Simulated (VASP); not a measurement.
# Ru: single point with PBE

The system is Ru.

```
CELL_PARAMETERS angstrom
2.46358 0.00000 0.00000
-1.23179 2.13352 0.00000
0.00000 0.00000 2.28748
ATOMIC_POSITIONS crystal
Ru 0.00000 0.00000 0.00000
```

```yaml
Program: VASP 6.6.1
Task: single point
Functional: PBE
Potentials_or_basis: VASP PAW PBE potentials, release 64 (Ru_pv)
Cutoff: 520 eV
k_mesh: 18 × 18 × 17
Occupations: fermi-dirac, width 0.08 eV
Spin: no spin polarisation
Dipole_correction: no
Further_INCAR_settings: ALGO = Normal; EDIFF = 1e-06; NBANDS = 13
```

```yaml
Pressure: 94.0 GPa
Band_gap_on_the_k_mesh: zero (band 7 reaches 18.68 eV, above the bottom of band 8 at 13.63 eV)
```

Stress tensor (GPa, compression positive):
```
93.73  0.00  0.00
 0.00 93.73  0.00
 0.00  0.00 94.48
```

Levels at points of the mesh, in eV from the Fermi level:
```csv
k point,band 5,band 6,band 7,band 8,band 9,band 10
"(0.00, 0.00, 0.00)",-7.32,-3.23,-3.23,2.63,2.63,10.74
"(0.50, 0.00, 0.00)",-5.64,-0.90,0.73,1.87,2.92,10.73
```

Wall time 28 s on 1 thread of Intel(R) Xeon(R) Platinum 8488C (Sapphire Rapids), on a shared host, peak memory 0.16 GiB.
